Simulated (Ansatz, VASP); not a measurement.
One calculation of MgTe5, two programs

```
CELL_PARAMETERS angstrom
7.14689 0.00000 0.00000
-3.57344 6.18939 0.00000
0.00000 0.00000 4.14547
ATOMIC_POSITIONS crystal
Mg 0.00000 0.00000 0.00000
Te 0.30876 0.00000 0.50000
Te 0.69124 0.69124 0.50000
Te 0.00000 0.30876 0.50000
Te 0.33333 0.66667 0.00000
Te 0.66667 0.33333 0.00000
```

Change from the starting cell: species swapped into the Mg5Pd type (P-62m, No. 189).

Alike in both runs: task relaxation of cell and atoms; functional PBE; k mesh 6 × 6 × 10; occupations gaussian, width 0.1 eV; no spin polarisation.

|  | VASP | Ansatz |
| --- | --- | --- |
| version | VASP 6.6.1 | Ansatz 0.2.0 |
| potentials or method | VASP PAW PBE potentials, release 64 (Mg, Te), cutoff 600 eV | scalar-relativistic, plane waves, PAW |
| valence electrons in the cell | 32 | 90 |

|  | VASP | Ansatz | Ansatz less VASP |
| --- | --- | --- | --- |
| gap on the k mesh at the Fermi level, each at its own relaxed structure (eV) | none | none | - |
| relaxed volume (Å³/atom) | 30.64 | 30.65 | +0.013 |
| relaxed cell length with the largest relative difference (Å) | 4.131 | 4.139 | +0.0087 |

A gap of «none» marks a metal or a gap that the smearing closes. VASP's potentials hold 32 valence electrons a cell and Ansatz's 90, so a difference there can come from the potentials and not from the codes.

Spin-orbit coupling is off throughout.
